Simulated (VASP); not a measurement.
# HC18Cl in VASP: further runs, part 2 of 2

VASP 6.6.1.

## Step 4: Single point, PBE+D3(BJ)

Input file INCAR:

```
PREC = Accurate
ENCUT = 520
EDIFF = 1E-7
ISMEAR = -1
SIGMA = 0.05
LREAL = Auto
LASPH = True
NELM = 80
ALGO = Normal
ISIF = 2
LWAVE = False
LCHARG = False
GGA = PE
IVDW = 12
NBANDS = 56
```

Input file KPOINTS:

```
Automatic mesh
0
Gamma
  2 2 1
```

Input file POSCAR:

```
HC18Cl
1.0
    7.3980000000      0.0000000000      0.0000000000
   -3.6990000000      6.4068560000      0.0000000000
    0.0000000000      0.0000000000     13.0000000000
C Cl H
18 1 1
Direct
    0.0027010312     -0.0064930443      0.0807461538
    0.2169844788      0.1030146456      0.0745000000
   -0.0020792105      0.3171446338      0.0625153846
    0.2132620880      0.4277136867      0.0775153846
    0.0058259155      0.6563125502      0.0755923077
    0.2217259594      0.7594832785      0.0683076923
    0.3366616554     -0.0197288655      0.0618461538
    0.5501764663      0.0961626108      0.0627923077
    0.3304686875      0.3259008787      0.0815384615
    0.5593234318      0.4432751415      0.0793769231
    0.3314381236      0.6444658659      0.0874000000
    0.5451397941      0.7651646923      0.0920538462
    0.6637150101     -0.0118779008      0.0768384615
    0.8705014219      0.0914489104      0.0701384615
    0.6713337744      0.3275553563      0.0701384615
    0.9023524744      0.4327395528      0.0695615385
    0.6684308908      0.6723578616      0.0896384615
    0.8843544864      0.7703310329      0.0861000000
    1.0290293823      0.2338900703      0.3390230769
    1.0607164005      0.0657420738      0.3559153846
```

Started as:

```
> cat potpaw_PBE.64/C/POTCAR potpaw_PBE.64/Cl/POTCAR potpaw_PBE.64/H/POTCAR > POTCAR
> mpirun -np 1 vasp_std > vasp.out
```

Wall time 6.6 min (1 thread of Oxide Virtual Turin-like, shared host); peak memory 0.6 GiB.

Results (log left out):

- Free energy: -171.2950 eV
- Largest force: 5.909 eV/Å
- Band gap on the k mesh: 0.27 eV
- Dispersion energy per atom: -0.087 eV

Forces in eV/Å, atoms in the order of the input:
```
C   -2.379 -1.184 -0.298
C    3.155 -0.747 -0.471
C    0.338 -1.086  0.797
C    1.740 -0.504  0.302
C   -1.837 -0.309 -0.011
C    0.418  0.668  1.016
C   -3.662  1.848  1.016
C    0.912  2.199  0.763
C    2.263 -0.601 -0.767
C   -0.276 -0.939  0.408
C   -2.930  1.802 -1.467
C    1.413  1.268 -0.416
C   -3.067 -1.517 -0.248
C    5.414  2.338  0.367
C   -0.037 -0.251 -0.152
C   -5.745  0.709  0.115
C    1.539 -3.996 -0.184
C    2.746  0.301 -0.764
Cl   1.498 -1.891  0.400
H   -1.503  1.893 -0.405
```

Levels at points of the mesh, in eV from the valence-band top:
| k point | band 36 | band 37 | band 38 | band 39 | band 40 | band 41 | band 42 | band 43 | band 44 | band 45 |
| --- | --- | --- | --- | --- | --- | --- | --- | --- | --- | --- |
| (0.00, 0.00, 0.00) | -3.56 | -3.20 | -2.31 | -0.16 | 0.00 | 0.27 | 0.47 | 2.26 | 3.68 | 4.55 |
| (0.50, 0.00, 0.00) | -2.68 | -2.55 | -2.39 | -2.24 | -1.85 | 1.43 | 2.39 | 2.43 | 2.51 | 2.71 |
| (0.00, 0.50, 0.00) | -2.59 | -2.51 | -2.41 | -2.39 | -1.98 | 1.84 | 2.34 | 2.40 | 2.59 | 2.79 |
| (0.50, 0.50, 0.00) | -2.67 | -2.47 | -2.41 | -2.36 | -2.01 | 1.90 | 2.18 | 2.57 | 2.63 | 2.72 |

Caveat: the k points lie up to 0.49 Å⁻¹ apart; there is no dipole correction, which matters where the two faces differ; semilocal functionals underestimate gaps, and a narrow one can read as zero.

## Step 5: Single point, PBE+D3(BJ)

Input file INCAR:

```
SYSTEM = HC18Cl
ALGO     = Normal         ! electronic algorithm
EDIFF    = 1E-6           ! SCF threshold, eV
ENCUT    = 520            ! plane-wave cutoff, eV
GGA      = PE             ! functional
ISIF     = 2              ! what is computed and relaxed
ISMEAR   = -1             ! smearing method
IVDW     = 12             ! dispersion correction
LASPH    = .True.         ! aspherical terms in the spheres
LCHARG   = .False.        ! write CHGCAR
LREAL    = Auto         
LWAVE    = .False.        ! write WAVECAR
NBANDS   = 56             ! bands
NELM     = 80             ! most SCF steps
PREC     = Accurate       ! precision mode
SIGMA    = 0.05           ! smearing width, eV
```

Input file KPOINTS:

```
k-points
0
Gamma
  2 2 1
  0 0 0
```

Input file POSCAR:

```
HC18Cl
1.0
    7.3980000000      0.0000000000      0.0000000000
   -3.6990000000      6.4068560000      0.0000000000
    0.0000000000      0.0000000000     13.0000000000
C Cl H
18 1 1
Direct
    0.0031380818     -0.0154053720      0.0768769231
    0.2153776463      0.0992062253      0.0787615385
   -0.0006162842      0.3226387482      0.0753846154
    0.2271480011      0.4337228744      0.0758692308
   -0.0043573743      0.6515988497      0.0763538462
    0.2206842582      0.7683487814      0.0771230769
    0.3359929712     -0.0172003242      0.0759615385
    0.5522773401      0.0961470025      0.0774307692
    0.3297857140      0.3150999492      0.0748461538
    0.5570617003      0.4258563014      0.0777538462
    0.3321803185      0.6551419292      0.0734538462
    0.5558027771      0.7609972817      0.0786615385
    0.6739084150     -0.0093337512      0.0763230769
    0.8885862410      0.0953665885      0.0756461538
    0.6560300788      0.3158179300      0.0755307692
    0.8870845691      0.4306168267      0.0752692308
    0.6678586443      0.6488830091      0.0754230769
    0.8863050897      0.7632292656      0.0745538462
    1.0241067342      0.2484838117      0.3357615385
    1.0908771493      0.1986777914      0.4153846154
```

Potentials or basis: VASP PAW PBE potentials, release 64 (C, Cl, H).

Started as:

```
> cat potpaw_PBE.64/C/POTCAR potpaw_PBE.64/Cl/POTCAR potpaw_PBE.64/H/POTCAR > POTCAR
> mpirun -np 1 vasp_std > vasp.out
```

OUTCAR:

```text
SYSTEM = HC18Cl
   EDIFF = 1E-6
   ENCUT = 520
   GGA = PE
   ISIF = 2
   ISMEAR = -1
   IVDW = 12
   LASPH = .True.
   LREAL = Auto
   NELM = 80
   PREC = Accurate
 IVDW          = 12

 ion  position               nearest neighbor table
   1  0.003  0.985  0.077-   2 1.36  18 1.42  14 1.44
   2  0.215  0.099  0.079-   1 1.36   9 1.38   7 1.52
   3  0.999  0.323  0.075-  16 1.41  14 1.46   4 1.46
   4  0.227  0.434  0.076-   9 1.42  11 1.42   3 1.46
[... 453 lines left out ...]
  -------------------------------------------------------------------------------------
  Total       3.17997     2.93967    -0.05466    -0.83166    -0.10553     0.11106
  in kB       8.26857     7.64375    -0.14214    -2.16249    -0.27441     0.28878
  external pressure =        5.26 kB  Pullay stress =        0.00 kB

 VOLUME and BASIS-vectors are now :
 -----------------------------------------------------------------------------
  energy-cutoff  :      520.00
  volume of cell :      616.17
      direct lattice vectors                 reciprocal lattice vectors
     7.398000000  0.000000000  0.000000000     0.135171668  0.078041398  0.000000000
    -3.699000000  6.406856000  0.000000000     0.000000000  0.156082796  0.000000000
     0.000000000  0.000000000 13.000000000     0.000000000  0.000000000  0.076923077

 POSITION                                       TOTAL-FORCE (eV/Angst)
 -----------------------------------------------------------------------------------
     -3.61880      6.30816      0.99940        -3.106791     -0.052428     -0.128164
      1.22640      0.63560      1.02390         4.007464     -1.010344     -0.472032
      6.20000      2.06710      0.98000         1.692213     -0.841510      0.003277
      0.07610      2.77880      0.98630        -2.215507     -0.794479     -0.376980
      4.95550      4.17470      0.99260         0.763563      0.164134     -0.146210
     -1.20950      4.92270      1.00260         0.869353     -2.390263     -0.373424
[... 12 lines left out ...]
     -0.74080      1.59200      4.36490        -0.098030      0.050318     -0.176771
     -0.06260      1.27290      5.40000         0.108724     -0.052818      0.182637
 -----------------------------------------------------------------------------------
    total drift:                               -0.015308      0.013200     -0.005018

  FREE ENERGIE OF THE ION-ELECTRON SYSTEM (eV)
  ---------------------------------------------------
  free  energy   TOTEN  =      -172.7068192658 eV

  energy  without entropy=     -172.6517993422  energy(sigma->0) =     -172.67930930
```

stdout:

```text
POSCAR found type information on POSCAR C ClH
 POSCAR found :  3 types and      20 ions
 scaLAPACK will be used
 LDA part: xc-table for (Slater+PW92), standard interpolation
 POSCAR, INCAR and KPOINTS ok, starting setup
 FFT: planning ... GRIDC
 FFT: planning ... GRID_SOFT
 FFT: planning ... GRID
 WAVECAR not read
 entering main loop
```

It took 6.4 min on 1 thread of Oxide Virtual Turin-like, shared host; peak memory 0.6 GiB.

Results:

| Property | Result |
| --- | --- |
| Free energy | -172.7068 eV |
| Largest force | 4.374 eV/Å |
| Band gap on the k mesh | 0.04 eV |
| Dispersion energy per atom | -0.087 eV |

Forces on the atoms (eV/Å):
```
C   -3.107 -0.052 -0.128
C    4.007 -1.010 -0.472
C    1.692 -0.842  0.003
C   -2.216 -0.794 -0.377
C    0.764  0.164 -0.146
C    0.869 -2.390 -0.373
C   -2.768  1.837  0.483
C    1.445 -0.492 -0.338
C    0.336  1.701  0.593
C   -3.329  1.064 -0.493
C    0.874  0.226  0.778
C   -0.463  1.506 -0.728
C   -2.151 -2.542  0.233
C    1.236  1.742  0.074
C    4.368  0.067  0.204
C   -1.170 -0.149  0.078
C   -1.060  0.306  0.295
C    0.662 -0.338  0.309
Cl  -0.098  0.050 -0.177
H    0.109 -0.053  0.183
```

Caveat: the k points lie up to 0.49 Å⁻¹ apart; there is no dipole correction, which matters where the two faces differ; semilocal functionals underestimate gaps, and a narrow one can read as zero.

## Step 6: Single point, PBE+D3(BJ)

Input file INCAR:

```
PREC = Accurate ; ENCUT = 520
EDIFF = 1E-6 ; ISMEAR = -1
SIGMA = 0.05 ; LREAL = Auto
LASPH = True ; NELM = 100
ALGO = Normal ; ISIF = 2
LWAVE = False ; LCHARG = True
GGA = PE ; IVDW = 12
LELF = True ; LVHAR = True
NBANDS = 56
```

Input file KPOINTS:

```
regular mesh
0
Gamma
  2 2 1
```

Input file POSCAR:

```
HC18Cl
1.0
    7.3980000000      0.0000000000      0.0000000000
   -3.6990000000      6.4068560000      0.0000000000
    0.0000000000      0.0000000000     13.0000000000
C Cl H
18 1 1
Direct
    0.0039379565     -0.0104263308      0.0857615385
    0.2268505387      0.0948202988      0.0864461538
    0.0054271092      0.3160988791      0.0762769231
    0.2256984310      0.4221727474      0.0633153846
   -0.0032380606      0.6529723783      0.0935538462
    0.2240745148      0.7614499218      0.0880769231
    0.3308178883     -0.0104107225      0.0883230769
    0.5627373163      0.0983321617      0.0763923077
    0.3406575884      0.3162705702      0.0763000000
    0.5552560031      0.4269488810      0.0752461538
    0.3322202989      0.6493824740      0.0795076923
    0.5546707774      0.7646808357      0.0691461538
    0.6582086091     -0.0237558016      0.0698230769
    0.8936698860      0.0929629135      0.0717923077
    0.6765438459      0.3211871782      0.0744076923
    0.8859291972      0.4357675590      0.0785230769
    0.6711442166      0.6513179007      0.0744153846
    0.8924321383      0.7635882561      0.0983692308
    1.0063057971      0.2558665280      0.3192461538
    1.0881661850      0.1459998477      0.3475461538
```

Potentials or basis: VASP PAW PBE potentials, release 64 (C, Cl, H).

Started as:

```
> cat potpaw_PBE.64/C/POTCAR potpaw_PBE.64/Cl/POTCAR potpaw_PBE.64/H/POTCAR > POTCAR
> mpirun -np 1 vasp_std > vasp.out
```

OUTCAR:

```text
PREC = Accurate
   ENCUT = 520
   EDIFF = 1E-6
   ISMEAR = -1
   LREAL = Auto
   LASPH = True
   NELM = 100
   ISIF = 2
   GGA = PE
   IVDW = 12
 IVDW          = 12

 ion  position               nearest neighbor table
   1  0.004  0.990  0.086-  14 1.38   2 1.43  18 1.46
   2  0.227  0.095  0.086-   7 1.34   9 1.43   1 1.43
   3  0.005  0.316  0.076-   4 1.42  14 1.43  16 1.53
   4  0.226  0.422  0.063-   3 1.42   9 1.43  11 1.47
   5  0.997  0.653  0.094-  18 1.38  16 1.41   6 1.46
   6  0.224  0.761  0.088-  11 1.42   5 1.46   7 1.46
[... 10 lines left out ...]
  17  0.671  0.651  0.074-  10 1.44  18 1.45  12 1.47
  18  0.892  0.764  0.098-   5 1.38  17 1.45   1 1.46
  19  0.006  0.256  0.319-  20 1.29
  20  0.088  0.146  0.348-  19 1.29

  LATTYP: Found a hexagonal cell.
 ALAT       =     7.3980000000
 C/A-ratio  =     1.7572316842

  Lattice vectors:

 A1 = (   7.3980000000,   0.0000000000,   0.0000000000)
 A2 = (  -3.6990000000,   6.4068560000,   0.0000000000)
 A3 = (   0.0000000000,   0.0000000000,  13.0000000000)

Analysis of symmetry for initial positions (statically):
=====================================================================
 Subroutine PRICEL returns:
 Original cell was already a primitive cell.

 Routine SETGRP: Setting up the symmetry group for a
 hexagonal supercell.

 Subroutine GETGRP returns: Found  1 space group operations
 (whereof  1 operations were pure point group operations)
 out of a pool of 24 trial point group operations.

The static configuration has the point symmetry C_1 .

Analysis of symmetry for dynamics (positions and initial velocities):
=====================================================================
 Subroutine PRICEL returns:
[... 143 lines left out ...]
     AMIX     =   0.40;   BMIX     =  1.00
     AMIX_MAG =   1.60;   BMIX_MAG =  1.00
  volume/ion in A,a.u.               =      30.81       207.91
  Fermi-wavevector in a.u.,A,eV,Ry     =   0.828967  1.566521  9.349739  0.687186
  Thomas-Fermi vector in A             =   1.941434
   LORBIT       =      0    0 simple, 1 ext, 2 COOP (PROOUT), +10 PAW based schemes
   GGA     = PE    functional components
   LHFCALC =     F    Hartree Fock is set to
   AEXX    =    0.0000 exact exchange contribution
   IVDW    =    12    specifies the selected vdW correction
   LEPSILON=     F    determine dielectric tensor
   LRPA    =     F    only Hartree local field effects (RPA)
 non-spin polarized calculation
  energy-cutoff  :      520.00
  volume of cell :      616.17
 maximum number of plane-waves:     16651
 NGX is ok and might be reduce to    56
   NGX = 27   NGY = 27   NGZ = 49

 number of electron      80.0000000 magnetization

 Free energy of the ion-electron system (eV)
  ---------------------------------------------------
  ext. energy  EPLUGINS =         0.00000000
  ---------------------------------------------------
  free energy    TOTEN  =      -170.06228616 eV

  energy without entropy =     -170.03455117  energy(sigma->0) =     -170.04841867

 E-fermi :  -1.5785     XC(G=0):  -3.9338

 val. band max:       -1.6573751886   @ k =   0.0000   0.0000   0.0000
 cond. band min:      -1.4893520244   @ k =   0.0000   0.0000   0.0000
 fundamental gap:      0.1680231642
 Fermi energy:        -1.5784768948

 k-point     1 :       0.0000    0.0000    0.0000
  band No.  band energies     occupation
      1     -21.0585      2.00000
      2     -18.7523      2.00000
      3     -18.6444      2.00000
      4     -18.6011      2.00000
      5     -18.5695      2.00000
      6     -18.3628      2.00000
[... 209 lines left out ...]
     51       3.8405      0.00000
     52       3.8724      0.00000
 [bands above 52 left out]

------------------------ aborting loop because EDIFF is reached ----------------------------------------

 Edisp (eV)   -1.77149

 E8    (eV) :    -0.5477

  FORCE on cell =-STRESS in cart. coord.  units (eV):
  Direction    XX          YY          ZZ          XY          YZ          ZX
  --------------------------------------------------------------------------------------
  -------------------------------------------------------------------------------------
  Total       1.15084     1.59877    -0.86723     0.26492    -0.34351     0.55262
  in kB       2.99242     4.15715    -2.25498     0.68883    -0.89319     1.43694
  external pressure =        1.63 kB  Pullay stress =        0.00 kB

 VOLUME and BASIS-vectors are now :
 -----------------------------------------------------------------------------
  energy-cutoff  :      520.00
  volume of cell :      616.17
      direct lattice vectors                 reciprocal lattice vectors
     7.398000000  0.000000000  0.000000000     0.135171668  0.078041398  0.000000000
    -3.699000000  6.406856000  0.000000000     0.000000000  0.156082796  0.000000000
     0.000000000  0.000000000 13.000000000     0.000000000  0.000000000  0.076923077

 POSITION                                       TOTAL-FORCE (eV/Angst)
 -----------------------------------------------------------------------------------
     -3.63130      6.34006      1.11490         0.840551     -1.311811      0.418430
      1.32750      0.60750      1.12380        -2.993276      1.979132     -0.163128
     -1.12910      2.02520      0.99160        -1.326526      0.437505     -1.512357
      0.10810      2.70480      0.82310        -1.025480      1.122541      2.630093
      4.95870      4.18350      1.21620         1.958338     -0.174360     -0.356709
     -1.15890      4.87850      1.14500        -0.731655      0.625449      0.411810
[... 12 lines left out ...]
     -0.89980      1.63930      4.15020         0.046502     -0.009798      0.220634
      0.11220      0.93540      4.51810        -0.037170      0.022653     -0.012376
 -----------------------------------------------------------------------------------
    total drift:                               -0.025677      0.015100      0.004774

  FREE ENERGIE OF THE ION-ELECTRON SYSTEM (eV)
  ---------------------------------------------------
  free  energy   TOTEN  =      -171.8337808761 eV

  energy  without entropy=     -171.8060458887  energy(sigma->0) =     -171.81991338
```

Run time: 6 min. Hardware: 1 thread of Oxide Virtual Turin-like, shared host; peak memory 0.6 GiB.

What came out:

```yaml
Free_energy: -171.8338 eV
Largest_force: 6.014 eV/Å
Band_gap_on_the_k_mesh: 0.17 eV
Dispersion_energy_per_atom: -0.089 eV
```

Forces on the atoms (eV/Å):
```
C    0.841 -1.312  0.418
C   -2.993  1.979 -0.163
C   -1.327  0.438 -1.512
C   -1.025  1.123  2.630
C    1.958 -0.174 -0.357
C   -0.732  0.625  0.412
C    5.461 -2.475 -0.472
C   -2.169 -1.203  0.128
C   -2.305 -0.736 -0.844
C    2.893  1.588 -0.110
C    0.382 -0.067 -1.612
C    0.651 -2.776  0.747
C    2.076  3.367  0.366
C   -2.064  0.561  0.417
C   -3.487 -0.915  0.467
C    4.720 -0.640  0.401
C   -0.756  0.229  1.103
C   -2.133  0.375 -2.228
Cl   0.047 -0.010  0.221
H   -0.037  0.023 -0.012
```

Caveat: the k points lie up to 0.49 Å⁻¹ apart; the atoms stand as in a frame of molecular dynamics; there is no dipole correction, which matters where the two faces differ; semilocal functionals underestimate gaps, and a narrow one can read as zero.

## Step 7: The runs side by side

```csv
cell,gap on the mesh (eV),largest force (eV/Å)
"as given, atomic positions A",0.12,0.19
"as given, atomic positions B",0.31,4.77
"as given, atomic positions C",0.27,5.91
"as given, atomic positions D",0.04,4.37
"as given, atomic positions E",0.17,6.01
```

Alike in all rows: task single point; level PBE+D3(BJ); potentials or basis VASP PAW PBE potentials, release 64 (C, Cl, H); no spin polarisation; k mesh 2 × 2 × 1; cutoff (eV) 520; smearing fermi-dirac 0.05 eV.

Caveats: all runs use coarse meshes; there is no dipole correction, which matters where the two faces differ; semilocal functionals underestimate gaps, and a narrow one can read as zero; the atoms stand as in a frame of molecular dynamics (at least some runs).

Total energies depend on the potentials used, so only differences within one code and one set of settings carry meaning.
